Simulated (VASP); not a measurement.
Input of a VASP 6.6.1 run:

POSCAR

```
Ta
1.0
   -1.6514431838      1.6514431838      1.6514431838
    1.6514431838     -1.6514431838      1.6514431838
    1.6514431838      1.6514431838     -1.6514431838
Ta
1
Direct
    0.0000000000      0.0000000000      0.0000000000
```

Contents of INCAR.step1:

```
PREC = Accurate
ENCUT = 520
ISMEAR = -1
SIGMA = 0.05
LREAL = False
LASPH = True
NELM = 60
NBANDS = 12
GGA = PE
ALGO = Normal
EDIFF = 1E-4
LWAVE = True
LCHARG = False
```

Contents of INCAR.step2:

```
PREC = Accurate
ENCUT = 520
EDIFF = 1E-7
ISMEAR = -1
SIGMA = 0.05
LREAL = False
LASPH = True
NELM = 60
ALGO = Normal
ISIF = 2
LWAVE = False
LCHARG = False
METAGGA = R2SCAN
LMIXTAU = True
NBANDS = 12
ISTART = 1
```

The input KPOINTS:

```
regular mesh
0
Gamma
  11 11 11
```

Potentials or basis: VASP PAW PBE potentials, release 64 (Ta_pv).

Launch:

```bash
$ cat potpaw_PBE.64/Ta_pv/POTCAR > POTCAR
$ cp INCAR.step1 INCAR
$ mpirun -np 1 vasp_std > vasp.out
$ cp INCAR.step2 INCAR
$ mpirun -np 1 vasp_std > vasp.out
```

Estimate the pressure.

0.6 GPa.

Caveat: the PAW data sets were made with another functional, which shifts forces and pressure a little.
